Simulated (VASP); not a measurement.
Set up this calculation in VASP 6.6.1, as the native input.

* Task: single point
* Functional: PBEsol
* Dispersion: D3(BJ)
* Potentials or basis: VASP PAW PBE potentials, release 64 (Zr_sv, B)
* Cutoff: 520 eV
* k mesh: 8 × 8 × 8
* Occupations: gaussian, width 0.05 eV
* Spin: no spin polarisation
* Dipole correction: no
* Further INCAR settings: ALGO = Normal; EDIFF = 1e-06; NBANDS = 16

The structure of ZrB2 lies in POSCAR:

```
ZrB2
1.0
    3.1526438007      0.0000000000      0.0000000000
   -1.5763219004      2.7302696205      0.0000000000
    0.0000000000      0.0000000000      3.4949729274
Zr B
1 2
Direct
    0.0000000000      0.0000000000      0.0000000000
    0.3333333333      0.6666666667      0.5000000000
    0.6666666667      0.3333333333      0.5000000000
```

This cell differs from its parent crystal: volume scaled by 1.02.

These files were run (other wordings do the same):

INCAR

```
SYSTEM = ZrB2
PREC = Accurate
ENCUT = 520
EDIFF = 1E-6
ISMEAR = 0
SIGMA = 0.05
LREAL = .False.
LASPH = .True.
NELM = 100
ALGO = Normal
ISIF = 2
LWAVE = .False.
LCHARG = .True.
GGA = PS
IVDW = 12
LELF = .True.
LVHAR = .True.
NBANDS = 16
```

KPOINTS

```
regular mesh
0
Gamma
  8 8 8
  0 0 0
```

Potentials or basis: VASP PAW PBE potentials, release 64 (Zr_sv, B).

Launch:

```console
$ cat potpaw_PBE.64/Zr_sv/POTCAR potpaw_PBE.64/B/POTCAR > POTCAR
$ mpirun -np 1 vasp_std > vasp.out
```

Results of the run:

```json
{"Pressure": "-4.6 GPa", "Band gap on the k mesh": "zero (band 9 reaches 11.19 eV, above the bottom of band 10 at 10.61 eV)", "Dispersion energy per atom": "-0.373 eV"}
```

Caveat: the PAW data sets were made with another functional, which shifts forces and pressure a little; pairwise dispersion overbinds metals, which lowers pressure and volume.

Wall time 14 s on 1 thread of AMD EPYC 9R45 96-Core Processor (Zen 5), with other jobs on the host, peak memory 0.13 GiB.
